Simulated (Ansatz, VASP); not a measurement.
## One calculation of C, two programs

```
C
1.0
     2.45891    0.00000    0.00000
     0.00000    3.86804    0.00000
     0.00000    0.00000   25.56484
C
12
Direct
  0.50000 0.24250 0.29621
  0.00000 0.17998 0.31826
  0.00000 0.03575 0.37146
  0.50000 0.96811 0.39667
  0.50000 0.82919 0.44855
  0.00000 0.76091 0.47412
  0.00000 0.62257 0.52588
  0.50000 0.55430 0.55145
  0.50000 0.41542 0.60333
  0.00000 0.34780 0.62854
  0.00000 0.20362 0.68174
  0.50000 0.14112 0.70380
```

Alike in both runs: functional PBEsol; k mesh 14 × 9 × 1; occupations gaussian, width 0.05 eV; no spin polarisation.

Ansatz relaxed the structure, and its values are those at the end. VASP's run is a single point on that final structure, the one shown.

|  | VASP | Ansatz |
| --- | --- | --- |
| version | VASP 6.6.1 | Ansatz 0.2.0 |
| potentials or method | VASP PAW PBE potentials, release 64 (C), cutoff 520 eV | scalar-relativistic, plane waves, PAW |
| valence electrons in the cell | 48 | 48 |

```csv
,VASP,Ansatz,Ansatz less VASP
gap on the k mesh at the Fermi level (eV),none,none,-
rms of the force components (eV/Å),0.013,0.007,-0.0062
```

VASP's potentials were made for PBE, not for PBEsol. A gap of «none» marks a metal or a gap that the smearing closes.
